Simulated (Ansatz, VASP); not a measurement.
Ba: VASP beside Ansatz

File INCAR:

```
ALGO = Normal ; EDIFF = 1E-8
ENCUT = 520 ; GGA = PS
ISIF = 2 ; ISMEAR = -1
LASPH = T ; LCHARG = F
LEFG = T ; LREAL = F
LWAVE = F ; NBANDS = 11
NELM = 100 ; PREC = Accurate
SIGMA = 0.05
```

The input KPOINTS:

```
k-points
0
Gamma
  10 10 10
```

POSCAR

```
Ba
1.0
   -2.4500000000      2.5000000000      2.5000000000
    2.5000000000     -2.4500000000      2.5000000000
    2.5000000000      2.5000000000     -2.4500000000
Ba
1
Direct
    0.0000000000      0.0000000000      0.0000000000
```

Input for Ansatz:

```yaml
crystal:
  lattice:
    - [-2.45, 2.5, 2.5]
    - [2.5, -2.45, 2.5]
    - [2.5, 2.5, -2.45]
  atoms:
    - { symbol: Ba, position: [0.0, 0.0, 0.0] }
kpoints:
  mp_grid: { grid: [10, 10, 10] }
scf:
  occupations: { method: fermi_dirac, width: 0.05 }
hamiltonian:
  xc: pbesol
  pseudopotentials: { kind: paw }
output:
  forces: true
  stress: true
  eigenvalues: true
  efg: { contact_densities: true }
```

Change from the starting cell: equal xy, yz and zx shear strains of +2 %, PAW files.

Alike in both runs: task electric field gradients; functional PBEsol; k mesh 10 × 10 × 10; occupations fermi-dirac, width 0.05 eV; no spin polarisation.

|  | VASP | Ansatz |
| --- | --- | --- |
| version | VASP 6.6.1 | Ansatz 0.2.0 |
| potentials or method | VASP PAW PBE potentials, release 64 (Ba_sv) | PAW with Ansatz's default frozen-core files, scalar-relativistic |
| plane-wave cutoff (eV) | 520 | 420 |
| valence electrons in the cell | 10 | 10 |

|  | VASP | Ansatz | Ansatz less VASP |
| --- | --- | --- | --- |
| pressure (GPa) | -0.5 | -0.6 | -0.06 |
| traceless stress, the component that is largest in VASP (GPa) | -0.19 | -0.19 | +0.001 |
| size of Vzz on the site where it differs most (V/Å²) | 9.2 | 8.6 | -0.59 |

VASP's potentials were made for PBE, not for PBEsol.

Spin-orbit coupling is off throughout.
